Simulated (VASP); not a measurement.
Wanted: the native input for a VASP 6.6.1 run.

```
Task                   : single point
Functional             : PBE
Potentials or basis    : VASP PAW PBE potentials, release 64 (Ca_sv, I)
Cutoff                 : 520 eV
k mesh                 : 8 × 8 × 6
Occupations            : gaussian, width 0.1 eV
Spin                   : no spin polarisation
Dipole correction      : no
Further INCAR settings : ALGO = Normal; EDIFF = 1e-06; NBANDS = 16
```

The structure of CaI lies in POSCAR:

```
CaI
1.0
    4.1468200000      0.0000000000      0.0000000000
   -2.0734100000      3.5912520000      0.0000000000
    0.0000000000      0.0000000000      4.5762290000
Ca I
1 1
Direct
    0.0000000000      0.0000000000      0.5000000000
    0.6666666667      0.3333333333      0.0000000000
```

One way to write it, as run:

INCAR

```
SYSTEM = CaI
ALGO     = Normal         ! electronic algorithm
EDIFF    = 1E-6           ! SCF threshold, eV
ENCUT    = 520            ! plane-wave cutoff, eV
GGA      = PE             ! functional
ISIF     = 2              ! what is computed and relaxed
ISMEAR   = 0              ! smearing method
LASPH    = .TRUE.         ! aspherical terms in the spheres
LCHARG   = .TRUE.         ! write CHGCAR
LELF     = .TRUE.         ! ELF
LREAL    = .FALSE.        ! projectors in reciprocal space
LVHAR    = .TRUE.       
LWAVE    = .FALSE.        ! write WAVECAR
NBANDS   = 16             ! bands
NELM     = 60             ! most SCF steps
PREC     = Accurate       ! precision mode
SIGMA    = 0.1            ! smearing width, eV
```

KPOINTS

```
k-points
0
G
  8 8 6
  0 0 0
```

Potentials or basis: VASP PAW PBE potentials, release 64 (Ca_sv, I).

The run is started by

```console
$ cat potpaw_PBE.64/Ca_sv/POTCAR potpaw_PBE.64/I/POTCAR > POTCAR
$ mpirun -np 1 vasp_std > vasp.out
```

It gave:

The pressure is 0.0 GPa.

Caveat: an odd number of electrons without spin polarisation forces a metal; a magnetic or distorted state may lie lower.

Wall time 21 s on 1 thread of Intel(R) Xeon(R) Platinum 8559C (Emerald Rapids) (shared host), peak memory 0.2 GiB.
